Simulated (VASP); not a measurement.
Input of a VASP 6.6.1 run:

Contents of INCAR:

```
PREC = Accurate ; ENCUT = 520
EDIFF = 1E-6 ; ISMEAR = -1
SIGMA = 0.1 ; LREAL = F
LASPH = T ; NELM = 80
ALGO = Normal ; ISIF = 2
LWAVE = F ; LCHARG = F
GGA = PS ; IVDW = 12
NBANDS = 22
```

KPOINTS

```
Automatic mesh
0
Gamma
  6 6 6
```

File POSCAR:

```
ScAl
1.0
    2.1341602942     -5.1792613963      0.0000000000
    2.1341602942      5.1792613963      0.0000000000
    0.0000000000      0.0000000000      3.7203223465
Sc Al
2 2
Direct
    0.8646810000      0.1353190000      0.2500000000
    0.1353190000      0.8646810000      0.7500000000
    0.5845050000      0.4154950000      0.2500000000
    0.4154950000      0.5845050000      0.7500000000
```

Potentials or basis: VASP PAW PBE potentials, release 64 (Sc_sv, Al).

Command:

```console
$ cat potpaw_PBE.64/Sc_sv/POTCAR potpaw_PBE.64/Al/POTCAR > POTCAR
$ mpirun -np 1 vasp_std > vasp.out
```

(1) Predict the dispersion energy per atom.

(2) Predict the pressure.

(3) What does it give for the largest force?

(4) Predict the band gap on the k mesh.

Results:

(1) -0.357 eV.

(2) -1.8 GPa.

(3) 0.186 eV/Å.

(4) zero (bands 14 and 15 overlap by 1.17 eV).

Caveat: three body term missing; the PAW data sets were made with another functional, which shifts forces and pressure a little.
